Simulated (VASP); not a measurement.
## TmP2: single point with PBE

The system is TmP2.

```
Tm P
1.0
     4.14276    0.00000    0.00000
    -2.07138    3.58773    0.00000
     0.00000    0.00000    3.64345
Tm P
1 2
Direct
  0.00000 0.00000 0.00000
  0.33333 0.66667 0.50000
  0.66667 0.33333 0.50000
```

The cell was built from a structure type or drawn by symmetry, and may not be a known phase.

```
Program             : VASP 6.6.1
Task                : single point
Functional          : PBE
Potentials or basis : VASP PAW PBE potentials, release 64 (Tm_3, P), 4f in core
Cutoff              : 500 eV
k mesh              : 6 × 6 × 6
Occupations         : gaussian, width 0.1 eV
Spin                : no spin polarisation
```

- Pressure: 0.2 GPa
- Band gap on the k mesh: zero (an odd number of electrons rules out a gap without spin polarisation)

Stress tensor (GPa, compression positive):
```
0.11 0.00 0.00
0.00 0.11 0.00
0.00 0.00 0.27
```

Levels at points of the mesh, in eV from the Fermi level:
```csv
k point,band 7,band 8,band 9,band 10,band 11,band 12
"(0.00, 0.00, 0.00)",-5.47,-3.10,-1.40,-0.54,-0.54,2.44
"(0.50, 0.00, 0.00)",-4.40,-3.03,-0.33,1.60,1.64,1.92
"(0.00, 0.00, 0.50)",-4.61,-4.61,-2.43,-2.43,-0.09,0.27
"(0.50, 0.00, 0.50)",-4.74,-4.64,-2.46,2.62,3.36,3.41
```

Wall time 9.7 s on 1 thread of Intel(R) Xeon(R) 6975P-C (Granite Rapids), with other jobs on the host, peak memory 0.17 GiB.

Caveat: spin-orbit coupling is left out, which moves the levels of the heavy elements; the 4f electrons are frozen in the core, so they carry no moment and show no levels. Spin polarisation is off, so any magnetic state and its effect on volume and gap are missing.
